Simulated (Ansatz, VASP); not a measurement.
## One calculation of Ge3Te2S, two programs

```
CELL_PARAMETERS angstrom
6.01785 0.00000 0.00000
2.01685 5.72274 0.00000
1.88836 2.42602 10.28627
ATOMIC_POSITIONS crystal
Ge 0.08401 0.56003 0.98820
Ge 0.93114 0.51583 0.49844
Ge 0.13010 0.91432 0.26828
Ge 0.19877 0.92075 0.74345
Ge 0.54441 0.17867 0.44455
Ge 0.51505 0.07864 0.94723
Te 0.20186 0.34980 0.24519
Te 0.38715 0.30753 0.68889
Te 0.58959 0.63496 0.32396
Te 0.53388 0.63413 0.90440
S 0.95148 0.90384 0.49329
S 0.93255 0.00150 0.95412
```

Change from the starting cell: the structure that the rattled cell fell into.

Alike in both runs: task single point; functional PBE; k mesh 4 × 4 × 2; occupations gaussian, width 0.1 eV; no spin polarisation.

|  | VASP | Ansatz |
| --- | --- | --- |
| version | VASP 6.6.1 | Ansatz 0.2.0 |
| potentials or method | VASP PAW PBE potentials, release 64 (Ge_d, Te, S), cutoff 500 eV | scalar-relativistic, plane waves, PAW |
| valence electrons in the cell | 120 | 160 |

|  | VASP | Ansatz | Ansatz less VASP |
| --- | --- | --- | --- |
| gap on the k mesh at the Fermi level (eV) | 0.50 | 0.50 | 0.000 |
| least direct gap on the mesh (eV) | 0.71 | 0.72 | +0.004 |
| pressure (GPa) | 0.3 | 0.4 | +0.03 |
| traceless stress, the component that is largest in VASP (GPa) | 0.91 | 0.91 | +0.004 |
| rms of the force components (eV/Å) | 0.141 | 0.139 | -0.0019 |

Atom by atom the forces differ by 0.006 eV/Å (rms over components). The functional is the same, so the differences come from potentials, cutoffs and numerics. VASP's potentials hold 120 valence electrons a cell and Ansatz's 160, so a difference there can come from the potentials and not from the codes.

Neither program's run includes spin-orbit coupling.
